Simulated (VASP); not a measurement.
Set up this calculation in VASP 6.6.1, as the native input.

```
Task                   : relaxation of the atoms
Functional             : PBE
Potentials or basis    : VASP PAW PBE potentials, release 64 (O)
Cutoff                 : 520 eV
k mesh                 : 1 × 1 × 1
Occupations            : fermi-dirac, width 0.02 eV
Spin                   : collinear spin, ferromagnetic start
Starting moments       : [1.0, 1.0, 1.0, 1.0, 1.0, 1.0, 1.0, 1.0, 1.0, 1.0, 1.0, 1.0] μB
Dipole correction      : no
Further INCAR settings : ALGO = Normal; EDIFF = 1e-07; IBRION = 2; EDIFFG = -0.3; NSW = 35
```

The structure of O lies in POSCAR:

```
O
1.0
    7.1569970000      0.0000000000      0.0000000000
    0.0000000000      7.1569970000      0.0000000000
    0.0000000000      0.0000000000      7.1569970000
O
12
Direct
   -0.0339610000      0.7163448000      0.4782870000
    0.1027994000      0.8046769000      0.4166340000
    0.7463921000      0.0150917000      0.4250930000
    0.8391820000      0.1558869000      0.4683803000
    0.2377993000      0.6448678000      0.1256455000
    0.1854111000      0.7249979000     -0.0197563000
    0.5359366000      0.6177853000      0.8078700000
    0.4823918000      0.5144002000      0.6784423000
    0.3314428000      0.1969580000      0.6444589000
    0.2761403000      0.1356428000      0.7977205000
    0.8406248000      0.8176093000      0.0974196000
    0.8351487000      0.8520441000     -0.0731421000
```

One way to write it, as run:

INCAR

```
SYSTEM = O
ALGO     = Normal         ! electronic algorithm
EDIFF    = 1E-7           ! SCF threshold, eV
EDIFFG   = -0.3           ! ionic threshold
ENCUT    = 520            ! plane-wave cutoff, eV
GGA      = PE             ! functional
IBRION   = 2              ! ionic algorithm
ISIF     = 2              ! what is computed and relaxed
ISMEAR   = -1             ! smearing method
ISPIN    = 2              ! spin polarisation
LASPH    = .True.         ! aspherical terms in the spheres
LCHARG   = .False.        ! write CHGCAR
LORBIT   = 11             ! projections on sites
LREAL    = .False.        ! projectors in reciprocal space
LWAVE    = .False.        ! write WAVECAR
MAGMOM   = 1 1 1 1 1 1 1 1 1 1 1 1 ! initial moments
NELM     = 150            ! most SCF steps
NSW      = 35             ! ionic steps
PREC     = Accurate       ! precision mode
SIGMA    = 0.02           ! smearing width, eV
```

KPOINTS

```
k-points
0
Gamma
  1 1 1
  0 0 0
```

Potentials or basis: VASP PAW PBE potentials, release 64 (O).

Run with:

```bash
$ cat potpaw_PBE.64/O/POTCAR > POTCAR
$ mpirun -np 1 vasp_gam > vasp.out
```

Results of the run:

```json
{
 "Energy gained by relaxing": "12.8 meV/atom",
 "Ionic steps": "6",
 "Pressure after relaxing": "0.4 GPa",
 "Largest force after relaxing": "0.292 eV/Å",
 "Band gap on the k mesh": "1.69 eV",
 "Net moment": "12.00 μB per cell",
 "Site moments": "O +0.81, +0.82 μB",
 "Valence electrons inside the program's atomic spheres": "O 4.89"
}
```

Caveat: the k points lie up to 0.88 Å⁻¹ apart; the standard files for N, O and F lose accuracy on very short bonds; the relaxation stopped at a loose force limit of 0.3 eV/Å, so its end isn't a converged minimum.

Wall time 5.8 min on 1 thread of Intel(R) Xeon(R) Platinum 8259CL CPU @ 2.50GHz (Skylake/Cascade Lake), on a shared host, peak memory 0.48 GiB.
